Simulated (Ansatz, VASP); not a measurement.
One calculation of In2O, two programs

```
CELL_PARAMETERS angstrom
0.00000 3.93834 3.93834
3.93834 0.00000 3.93834
3.93834 3.93834 0.00000
ATOMIC_POSITIONS crystal
In 0.62500 0.62500 0.62500
In 0.12500 0.62500 0.62500
In 0.62500 0.62500 0.12500
In 0.62500 0.12500 0.62500
O 0.00000 0.00000 0.00000
O 0.25000 0.25000 0.25000
```

Change from the starting cell: species swapped into the MgCu2 type (Fd-3m, No. 227).

Alike in both runs: task relaxation of cell and atoms; functional PBE; k mesh 4 × 4 × 4; occupations gaussian, width 0.1 eV; no spin polarisation.

|  | VASP | Ansatz |
| --- | --- | --- |
| version | VASP 6.6.1 | Ansatz 0.2.0 |
| potentials or method | VASP PAW PBE potentials, release 64 (In_d, O), cutoff 600 eV | scalar-relativistic, plane waves, PAW |
| valence electrons in the cell | 64 | 64 |

```tsv
	VASP	Ansatz	Ansatz less VASP
gap on the k mesh at the Fermi level, each at its own relaxed structure (eV)	none	none	-
relaxed volume (Å³/atom)	23.75	23.69	-0.066
relaxed cell length with the largest relative difference (Å)	5.863	5.858	-0.0054
```

A gap of «none» marks a metal or a gap that the smearing closes.

Noted on VASP's run: the volume moved by over 15 % at a fixed basis, so the end points are rough.
